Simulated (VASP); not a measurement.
Crystal: LiPS3.

```
Li P S
1.0
    -2.18492    2.18492    5.06644
     2.18492   -2.18492    5.06644
     2.18492    2.18492   -5.06644
Li P S
1 1 3
Direct
  0.98565 0.98565 0.00000
  0.63595 0.63595 0.00000
  0.74091 0.24091 0.50000
  0.24091 0.74091 0.50000
  0.39658 0.39658 0.00000
```

The cell was built from a structure type or drawn by symmetry, and may not be a known phase.

| Quantity | Value |
| --- | --- |
| Program | VASP 6.6.1 |
| Task | relaxation of cell and atoms |
| Functional | PBE |
| Potentials or basis | VASP PAW PBE potentials, release 64 (Li_sv, P, S) |
| Cutoff | 750 eV |
| k mesh | 4 × 4 × 4 |
| Occupations | gaussian, width 0.15 eV |
| Spin | no spin polarisation |

At the start: pressure -0.7 GPa; volume 19.35 Å³/atom.

Problem. How do energy, volume and symmetry change on relaxing?

Solution. Over 21 steps the energy falls by 561.9 meV/atom and the volume is 22.23 Å³/atom (+14.9 %); space group I4mm (No. 107, to 0.1 Å) before and after.

The path:
```tsv
step	energy change (eV)	largest force (eV/Å)	pressure (GPa)	volume (Å³)
1	0.0000	3.1171	-0.72	96.75
2	-0.9638	3.6165	-1.11	95.48
3	-0.6913	10.4716	12.73	91.69
4	-1.5597	2.5073	-0.12	94.33
5	-1.5465	4.3335	6.47	92.49
6	-1.7817	1.1583	1.68	93.56
7	-1.7939	1.6569	2.53	93.31
8	-2.0253	1.5031	-0.41	97.75
9	-2.0331	1.1114	-0.09	97.07
10	-2.2181	0.9137	0.45	98.22
11	-2.5088	2.6277	4.37	100.69
12	-2.5567	2.3987	4.16	101.30
13	-2.6648	1.7888	3.71	103.07
14	-2.7416	0.8134	3.52	106.31
15	-2.7405	0.7207	3.53	106.62
16	-2.7625	0.5374	2.89	107.34
17	-2.8010	0.2235	1.11	109.53
18	-2.8058	0.3817	0.33	110.59
19	-2.8058	0.3935	0.27	110.67
20	-2.8081	0.2299	0.22	110.87
21	-2.8093	0.0172	0.16	111.17
```

Final structure:
```
Li P S
1.0
    -2.10366    2.10366    6.28049
     2.10366   -2.10366    6.28049
     2.10366    2.10366   -6.28049
Li P S
1 1 3
Direct
  0.00108 0.00108 0.00000
  0.63494 0.63494 0.00000
  0.69511 0.19511 0.50000
  0.19511 0.69511 0.50000
  0.47376 0.47376 0.00000
```

Caveat: the k points lie up to 0.39 Å⁻¹ apart in the final cell, too coarse for converged energies and pressures of a metal; a cell axis changed by over 15 % at a fixed basis, so the end point is rough.
